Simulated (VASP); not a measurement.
Crystal: Zr2H3.

```xyz
5
Lattice="3.2686 0.0000 0.0000 -1.6343 2.8307 0.0000 0.0000 0.0000 6.7030" Properties=species:S:1:pos:R:3 pbc="T T T"
Zr    0.0000    0.0000    2.0451
Zr    0.0000    0.0000    4.6579
H     0.0000    1.8871    2.9389
H     0.0000    1.8871    3.7642
H     1.6343    0.9436    3.3515
```

The cell was generated, and may not be a known phase.

* Program: VASP 6.6.1
* Task: relaxation of cell and atoms
* Functional: PBE
* Potentials or basis: VASP PAW PBE potentials, release 64 (Zr_sv, H)
* Cutoff: 600 eV
* k mesh: 6 × 6 × 4
* Occupations: gaussian, width 0.1 eV
* Spin: no spin polarisation

At the start: pressure 12.2 GPa; volume 12.40 Å³/atom.

Question: Where does the relaxation end?

Answer: Over 42 steps the energy falls by 835.0 meV/atom and the volume is 11.43 Å³/atom (-7.8 %); space group P-6m2 (No. 187, to 0.1 Å) before and after.

The path:
```
step  energy change (eV)  largest force (eV/Å)  pressure (GPa)  volume (Å³)
   1              0.0000                4.0732           12.17        62.02
   3             -1.4934                1.7416          -10.04        71.44
   5             -2.6290                1.4481            6.88        56.83
   7             -3.2294                2.3549            9.60        53.51
   9             -3.3624                1.0035            7.20        54.18
  11             -3.6263                1.3801           -2.10        58.41
  13             -3.7808                0.3163           -1.83        58.35
  15             -3.7992                0.2198            1.18        56.79
  17             -3.8177                0.3101            0.69        57.10
  19             -3.8405                0.1103           -1.53        58.81
  21             -3.8527                0.0814            0.80        57.69
  23             -3.8838                0.2438            0.69        57.54
  25             -3.8956                0.2796            0.32        57.45
  27             -3.8993                0.2900            0.05        57.38
  29             -3.9001                0.2785           -0.11        57.34
  31             -3.9029                0.2488           -0.28        57.31
  33             -3.9128                0.2472           -0.26        57.30
  35             -3.9551                0.2402           -0.09        57.23
  37             -4.0906                0.2301            0.71        56.91
  39             -4.1722                0.1615            0.39        57.00
  41             -4.1744                0.0501           -0.17        57.22
  42             -4.1752                0.0293           -0.30        57.16
```

Final structure:
```
Zr H
1.0
     3.31601    0.00000    0.00000
    -1.65800    2.87175    0.00000
     0.00000    0.00000    6.00281
Zr H
2 3
Direct
  0.00000 0.00000 0.26215
  0.00000 0.00000 0.73785
  0.33333 0.66667 0.17245
  0.33333 0.66667 0.82755
  0.66667 0.33333 0.50000
```

Caveat: the k points lie up to 0.36 Å⁻¹ apart in the final cell, too coarse for converged energies and pressures of a metal; an odd number of electrons without spin polarisation forces a metal; a magnetic or distorted state may lie lower.
